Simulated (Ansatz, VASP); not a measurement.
# Two plane-wave programs on Cu

The input INCAR:

```
SYSTEM = Cu
PREC = Accurate
ENCUT = 520
EDIFF = 1E-6
ISMEAR = 0
SIGMA = 0.15
LREAL = .FALSE.
LASPH = .TRUE.
NELM = 100
ALGO = Fast
ISIF = 2
LWAVE = .FALSE.
LCHARG = .FALSE.
GGA = PE
NBANDS = 12
```

File KPOINTS:

```
regular mesh
0
G
  22 22 22
  0 0 0
```

File POSCAR:

```
Cu
1.0
    0.0000000000      1.6381372500      1.8075000000
    1.9768627500      0.0000000000      1.8075000000
    1.9768627500      1.6381372500      0.0000000000
Cu
1
Direct
    0.0000000000      0.0000000000      0.0000000000
```

Input for Ansatz:

```yaml
crystal:
  lattice:
    - [0.0, 1.63813725, 1.8075]
    - [1.97686275, 0.0, 1.8075]
    - [1.97686275, 1.63813725, 0.0]
  atoms:
    - { symbol: Cu, position: [0.0, 0.0, 0.0] }
basis:
  ecutwfc: 420
kpoints:
  mp_grid: { grid: [22, 22, 22] }
hamiltonian:
  xc: pbe
scf:
  occupations: { method: gaussian, width: 0.15 }
output:
  forces: true
  stress: true
  eigenvalues: true
```

Change from the starting cell: strain +0.0937 x Voigt [1, -1, 0, 0, 0, 0], atoms carried along.

Alike in both runs: task single point; functional PBE; k mesh 22 × 22 × 22; occupations gaussian, width 0.15 eV; no spin polarisation.

```csv
,VASP,Ansatz
version,VASP 6.6.1,Ansatz 0.2.0
potentials or method,"VASP PAW PBE potentials, release 64 (Cu), cutoff 520 eV","scalar-relativistic, plane waves, PAW"
valence electrons in the cell,11,19
```

VASP gave:

- gap on the k mesh at the Fermi level (eV): none
- pressure (GPa): 4.8
- traceless stress, the component that is largest in VASP (GPa): -6.97

Estimate Ansatz's values.

gap on the k mesh at the Fermi level (eV): none; pressure (GPa): 4.1; traceless stress, the component that is largest in VASP (GPa): -7.05.

A gap of «none» marks a metal or a gap that the smearing closes. VASP's potentials hold 11 valence electrons a cell and Ansatz's 19, so a difference there can come from the potentials and not from the codes.
